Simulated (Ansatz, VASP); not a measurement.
Given: the input of a run of Ansatz 0.2.0 on AlNi.

input.yaml

```yaml
crystal:
  lattice:
    - [2.881, 0.0, 0.0]
    - [0.0, 2.881, 0.0]
    - [0.0, 0.0, 2.881]
  atoms:
    - { symbol: Ni, position: [0.5, 0.5, 0.5], spin: 1.0 }
    - { symbol: Al, position: [0.0, 0.0, 0.0] }
kpoints:
  mp_grid: { grid: [9, 9, 9] }
scf:
  occupations: { method: fermi_dirac, width: 0.05 }
hamiltonian:
  xc: blyp
  pseudopotentials: { kind: all_electron, lapw: { basis_error: 0.001 } }
magnetization:
  spin_polarized: true
output:
  forces: true
  stress: true
relax:
  f_tol: 0.005
  max_steps: 60
  cell: {}
```

Potentials or basis: all-electron LAPW, scalar-relativistic.

Launch:

```bash
$ ansatz run input.yaml --threads 2 --pin off --max-ram 6144MiB --backend cpu --events-out ev --progress --plain --runs-dir out
```

Task: Set up the same calculation for VASP 6.6.1. Potentials there: VASP PAW PBE potentials, release 64 (Ni, Al).

Result: As run (the cutoff follows the program's own potentials):

File INCAR:

```
PREC = Accurate ; ENCUT = 600
EDIFF = 1E-6 ; ISMEAR = -1
SIGMA = 0.05 ; LREAL = F
LASPH = T ; NELM = 150
ALGO = Normal ; ISIF = 3
LWAVE = F ; LCHARG = F
ISPIN = 2 ; MAGMOM = 1 0
LORBIT = 11 ; LMAXMIX = 4
GGA = B5 ; ALDAX = 1.0
AGGAX = 1.0 ; AGGAC = 1.0
ALDAC = 0.0 ; IBRION = 2
NSW = 80 ; EDIFFG = -0.005
```

The input KPOINTS:

```
regular mesh
0
Gamma
  9 9 9
```

POSCAR

```
AlNi
1.0
    2.8810000000      0.0000000000      0.0000000000
    0.0000000000      2.8810000000      0.0000000000
    0.0000000000      0.0000000000      2.8810000000
Ni Al
1 1
Direct
    0.5000000000      0.5000000000      0.5000000000
    0.0000000000      0.0000000000      0.0000000000
```

Potentials or basis: VASP PAW PBE potentials, release 64 (Ni, Al).

The run is started by

```console
$ cat potpaw_PBE.64/Ni/POTCAR potpaw_PBE.64/Al/POTCAR > POTCAR
$ mpirun -np 1 vasp_std > vasp.out
```

Both were run:

|  | VASP | Ansatz | Ansatz less VASP |
| --- | --- | --- | --- |
| net moment per atom (μB) | 0.00 | 0.00 | 0.000 |
| relaxed volume (Å³/atom) | 12.49 | 12.46 | -0.028 |
| relaxed cell length with the largest relative difference (Å) | 2.923 | 2.921 | -0.0021 |

VASP's potentials were made for PBE, not for BLYP. Ansatz ran all-electron here, and VASP with PAW potentials.
